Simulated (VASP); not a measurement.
# C (Pm-3m) in VASP: further runs, part 2 of 2

VASP 6.6.1. Earlier steps stand in the parts before.

### 3 Single point, PBE

This run uses another cell than the first one, of 5.41 Å³/atom, 0.987 times its volume.

Input file INCAR:

```
SYSTEM = C
ALGO = Normal
EDIFF = 1E-6
ENCUT = 520
GGA = PE
ISIF = 2
ISMEAR = -1
LASPH = .TRUE.
LCHARG = .TRUE.
LELF = .TRUE.
LREAL = .FALSE.
LVHAR = .TRUE.
LWAVE = .FALSE.
NBANDS = 8
NELM = 100
PREC = Accurate
SIGMA = 0.1
```

Input file KPOINTS:

```
k-points
0
G
  11 11 11
  0 0 0
```

Input file POSCAR:

```
C
1.0
    1.7554346627      0.0000000000      0.0000000000
    0.0000000000      1.7554346627      0.0000000000
    0.0000000000      0.0000000000      1.7554346627
C
1
Direct
    0.0000000000      0.0000000000      0.0000000000
```

Potentials or basis: VASP PAW PBE potentials, release 64 (C).

Launch:

```bash
> cat potpaw_PBE.64/C/POTCAR > POTCAR
> mpirun -np 1 vasp_std > vasp.out
```

OUTCAR:

```text
SYSTEM = C
   EDIFF = 1E-6
   ENCUT = 520
   GGA = PE
   ISIF = 2
   ISMEAR = -1
   LASPH = .TRUE.
   LREAL = .FALSE.
   NELM = 100
   PREC = Accurate

 ion  position               nearest neighbor table
   1  0.000  0.000  0.000-

  LATTYP: Found a simple cubic cell.
 ALAT       =     1.7554346627

  Lattice vectors:

 A1 = (   1.7554346627,   0.0000000000,   0.0000000000)
 A2 = (   0.0000000000,   1.7554346627,   0.0000000000)
 A3 = (   0.0000000000,   0.0000000000,   1.7554346627)

Analysis of symmetry for initial positions (statically):
=====================================================================
 Subroutine PRICEL returns:
 Original cell was already a primitive cell.

 Routine SETGRP: Setting up the symmetry group for a
 simple cubic supercell.

 Subroutine GETGRP returns: Found 48 space group operations
 (whereof 48 operations were pure point group operations)
 out of a pool of 48 trial point group operations.

The static configuration has the point symmetry O_h .

Analysis of symmetry for dynamics (positions and initial velocities):
=====================================================================
 Subroutine PRICEL returns:
 Original cell was already a primitive cell.

 Routine SETGRP: Setting up the symmetry group for a
 simple cubic supercell.

 Subroutine GETGRP returns: Found 48 space group operations
 (whereof 48 operations were pure point group operations)
 out of a pool of 48 trial point group operations.

The dynamic configuration has the point symmetry O_h .

 Subroutine INISYM returns: Found 48 space group operations
 (whereof 48 operations are pure point group operations),
 and found     1 'primitive' translations

----------------------------------------------------------------------------------------

                                     Primitive cell
[... 108 lines left out ...]
     AMIX     =   0.40;   BMIX     =  1.00
     AMIX_MAG =   1.60;   BMIX_MAG =  1.00
  volume/ion in A,a.u.               =       5.41        36.50
  Fermi-wavevector in a.u.,A,eV,Ry     =   1.480392  2.797536 29.818004  2.191561
  Thomas-Fermi vector in A             =   2.594432
   LORBIT       =      0    0 simple, 1 ext, 2 COOP (PROOUT), +10 PAW based schemes
   GGA     = PE    functional components
   LHFCALC =     F    Hartree Fock is set to
   AEXX    =    0.0000 exact exchange contribution
   IVDW    =     0    specifies the selected vdW correction
   LEPSILON=     F    determine dielectric tensor
   LRPA    =     F    only Hartree local field effects (RPA)
 non-spin polarized calculation
  energy-cutoff  :      520.00
  volume of cell :        5.41
 maximum number of plane-waves:       155
 NGX is ok and might be reduce to    14
   NGX =  7   NGY =  7   NGZ =  7

 number of electron       4.0000001 magnetization

 Free energy of the ion-electron system (eV)
  ---------------------------------------------------
  ext. energy  EPLUGINS =         0.00000000
  ---------------------------------------------------
  free energy    TOTEN  =        -6.49644074 eV

  energy without entropy =       -6.49275153  energy(sigma->0) =       -6.49459613

 E-fermi :  11.6060     XC(G=0): -13.9843

 val. band max:       10.7786421735   @ k =   0.2727   0.1818   0.1818
 cond. band min:      11.6943326662   @ k =   0.4545   0.3636   0.3636
 fundamental gap:      0.9156904927
 Fermi energy:        11.6059571064

 k-point     1 :       0.0000    0.0000    0.0000
  band No.  band energies     occupation
      1     -11.2423      2.00000
      2      20.9212      0.00000
      3      20.9212      0.00000
      4      20.9212      0.00000
      5      37.1574      0.00000
      6      37.1574      0.00000
      7      43.2231      0.00000
      8      68.4340      0.00000
[... 243 lines left out ...]
 k-point    24 :       0.2727    0.0909    0.0909
  band No.  band energies     occupation
      1      -7.6292      2.00000
      2       9.6229      2.00000
      3      20.2391      0.00000
      4      22.0954      0.00000
      5      40.5556      0.00000
      6      43.5095      0.00000
      7      50.5472      0.00000
      8      53.3812      0.00000

 [... further k-points ...]

------------------------ aborting loop because EDIFF is reached ----------------------------------------

  FORCE on cell =-STRESS in cart. coord.  units (eV):
  Direction    XX          YY          ZZ          XY          YZ          ZX
  --------------------------------------------------------------------------------------
  -------------------------------------------------------------------------------------
  Total        0.1841246      0.1841246      0.1841246     -0.0000000      0.0000000      0.0000000
  in kB       54.5341301     54.5341301     54.5341301     -0.0000000      0.0000000      0.0000000
  external PRESSURE =      54.5341301 kB  Pullay stress =       0.0000000 kB

 VOLUME and BASIS-vectors are now :
 -----------------------------------------------------------------------------
  energy-cutoff  :      520.00
  volume of cell :        5.41
      direct lattice vectors                 reciprocal lattice vectors
     1.755434663  0.000000000  0.000000000     0.569659482  0.000000000  0.000000000
     0.000000000  1.755434663  0.000000000     0.000000000  0.569659482  0.000000000
     0.000000000  0.000000000  1.755434663     0.000000000  0.000000000  0.569659482

 POSITION                                       TOTAL-FORCE (eV/Angst)
 -----------------------------------------------------------------------------------
      0.00000      0.00000      0.00000         0.000000      0.000000      0.000000
 -----------------------------------------------------------------------------------
    total drift:                               -0.000000     -0.000000     -0.000000

  FREE ENERGIE OF THE ION-ELECTRON SYSTEM (eV)
  ---------------------------------------------------
  free  energy   TOTEN  =        -6.4964407350 eV

  energy  without entropy=       -6.4927515349  energy(sigma->0) =       -6.49459613
```

OSZICAR:

```text
N       E                     dE             d eps       ncg     rms          rms(c)
DAV:   1    -0.511529515888E+01   -0.51153E+01   -0.24979E+03  1032   0.488E+02
DAV:   2    -0.650787671996E+01   -0.13926E+01   -0.12573E+01  1112   0.291E+01
DAV:   3    -0.651066120381E+01   -0.27845E-02   -0.27845E-02  1104   0.132E+00
DAV:   4    -0.651066155090E+01   -0.34709E-06   -0.34553E-06  1312   0.142E-02
DAV:   5    -0.651066155074E+01    0.16041E-09   -0.22690E-10  1024   0.746E-05    0.203E+00
DAV:   6    -0.649748760551E+01    0.13174E-01   -0.12123E-02   968   0.721E-01    0.126E+00
DAV:   7    -0.649629889459E+01    0.11887E-02   -0.17330E-02   944   0.925E-01    0.157E-01
DAV:   8    -0.649644160914E+01   -0.14271E-03   -0.27707E-04   968   0.133E-01    0.184E-02
DAV:   9    -0.649643999130E+01    0.16178E-05   -0.18267E-05  1152   0.295E-02    0.896E-03
DAV:  10    -0.649644073502E+01   -0.74371E-06   -0.41522E-07  1000   0.551E-03
   1 F= -.64964407E+01 E0= -.64945961E+01  d E =-.368920E-02
```

stdout:

```text
POSCAR found type information on POSCAR C
 POSCAR found :  1 types and       1 ions
 scaLAPACK will be used
 LDA part: xc-table for (Slater+PW92), standard interpolation
 POSCAR, INCAR and KPOINTS ok, starting setup
 FFT: planning ... GRIDC
 FFT: planning ... GRID_SOFT
 FFT: planning ... GRID
 WAVECAR not read
 entering main loop
```

Run time: 1.5 s. Hardware: 1 thread of Intel Xeon 6975P-C, shared host; peak memory 0.1 GiB.

Results:

| Property | Result |
| --- | --- |
| Free energy | -6.4964 eV |
| Pressure | 5.5 GPa |
| Band gap on the k mesh | zero (band 2 reaches 20.92 eV, above the bottom of band 3 at 9.65 eV) |

Levels at points of the mesh, in eV from the Fermi level:
| k point | band 1 | band 2 | band 3 | band 4 | band 5 | band 6 |
| --- | --- | --- | --- | --- | --- | --- |
| (0.00, 0.00, 0.00) | -22.85 | 9.32 | 9.32 | 9.32 | 25.55 | 25.55 |
